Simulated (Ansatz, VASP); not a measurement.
# Bi2B3Br: VASP beside Ansatz

INCAR

```
PREC = Accurate ; ENCUT = 600
EDIFF = 1E-6 ; ISMEAR = 0
SIGMA = 0.1 ; LREAL = False
LASPH = True ; NELM = 80
ALGO = Normal ; ISIF = 3
LWAVE = False ; LCHARG = False
GGA = PE ; IBRION = 2
NSW = 90 ; EDIFFG = -0.04
```

The input KPOINTS:

```
Automatic mesh
0
Gamma
  6 6 6
```

File POSCAR:

```
Bi2B3Br
1.0
    2.4765025600      1.4298094197      7.0030307838
   -2.4765025600      1.4298094197      7.0030307838
    0.0000000000     -2.8596188394      7.0030307838
B Bi Br
3 2 1
Direct
    0.8761928080      0.2031109020      0.8761928080
    0.2031109020      0.8761928080      0.8761928080
    0.8761928080      0.8761928080      0.2031109020
    0.5899010668      0.5899010668      0.5899010668
    0.3758495933      0.3758495933      0.3758495933
    0.7892219518      0.7892219518      0.7892219518
```

Input for Ansatz:

```yaml
crystal:
  lattice:
    - [2.47650256, 1.4298094197, 7.0030307838]
    - [-2.47650256, 1.4298094197, 7.0030307838]
    - [0.0, -2.8596188394, 7.0030307838]
  atoms:
    - { symbol: B, position: [0.876192808, 0.203110902, 0.876192808] }
    - { symbol: B, position: [0.203110902, 0.876192808, 0.876192808] }
    - { symbol: B, position: [0.876192808, 0.876192808, 0.203110902] }
    - { symbol: Bi, position: [0.5899010668, 0.5899010668, 0.5899010668] }
    - { symbol: Bi, position: [0.3758495933, 0.3758495933, 0.3758495933] }
    - { symbol: Br, position: [0.7892219518, 0.7892219518, 0.7892219518] }
basis:
  ecutwfc: 420
kpoints:
  mp_grid: { grid: [6, 6, 6] }
hamiltonian:
  xc: pbe
scf:
  occupations: { method: gaussian, width: 0.1 }
  lower_state_search: "off"
output:
  forces: true
  stress: true
  eigenvalues: true
relax:
  adjacent_minimum: "off"
  f_tol: 0.04
  max_steps: 70
  cell: { stress_tol: 0.4 }
```

Alike in both runs: task relaxation of cell and atoms; functional PBE; k mesh 6 × 6 × 6; occupations gaussian, width 0.1 eV; no spin polarisation.

|  | VASP | Ansatz |
| --- | --- | --- |
| version | VASP 6.6.1 | Ansatz 0.2.0 |
| potentials or method | VASP PAW PBE potentials, release 64 (B, Bi_d, Br), cutoff 600 eV | scalar-relativistic, plane waves, PAW |
| valence electrons in the cell | 46 | 46 |

VASP gave:

| Property | Result |
| --- | --- |
| gap on the k mesh at the Fermi level, each at its own relaxed structure (eV) | none |
| relaxed volume (Å³/atom) | 24.81 |
| relaxed cell length with the largest relative difference (Å) | 7.672 |

Task: Which values does Ansatz return?

Result: gap on the k mesh at the Fermi level, each at its own relaxed structure (eV): none; relaxed volume (Å³/atom): 24.79; relaxed cell length with the largest relative difference (Å): 7.646.

A gap of «none» marks a metal or a gap that the smearing closes.

Neither program's run includes spin-orbit coupling.
